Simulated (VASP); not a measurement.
A run of VASP 6.6.1:

File INCAR:

```
ALGO     = Normal         # electronic algorithm
EDIFF    = 1E-6           # SCF threshold, eV
ENCUT    = 600            # plane-wave cutoff, eV
GGA      = RP             # functional
GGA_COMPAT= False        
ISIF     = 2              # what is computed and relaxed
ISMEAR   = 0              # smearing method
LASPH    = True           # aspherical terms in the spheres
LCHARG   = True           # write CHGCAR
LELF     = True           # ELF
LREAL    = False          # projectors in reciprocal space
LVHAR    = True         
LWAVE    = False          # write WAVECAR
NBANDS   = 16             # bands
NELM     = 120            # most SCF steps
PREC     = Accurate       # precision mode
SIGMA    = 0.05           # smearing width, eV
```

KPOINTS

```
k-points
0
Gamma
  10 10 8
```

Contents of POSCAR:

```
WC
1.0
    2.9341205313      0.0000000000      0.0000000000
   -1.4670602657      2.5410229179      0.0000000000
    0.0000000000      0.0000000000      2.8554705849
W C
1 1
Direct
    0.0000000000      0.0000000000      0.0000000000
    0.6666666667      0.3333333333      0.5000000000
```

Potentials or basis: VASP PAW PBE potentials, release 64 (W_sv, C).

Launch:

```console
$ cat potpaw_PBE.64/W_sv/POTCAR potpaw_PBE.64/C/POTCAR > POTCAR
$ mpirun -np 1 vasp_std > vasp.out
```

Hardware: 1 thread of Intel(R) Xeon(R) Platinum 8559C (Emerald Rapids) (shared host).

Problem. Estimate the wall time of this run.

Solution. It took 9.4 s on 1 thread of Intel(R) Xeon(R) Platinum 8559C (Emerald Rapids), on a shared host, peak memory 0.16 GiB. Counts: scf iterations 13, k points 70.
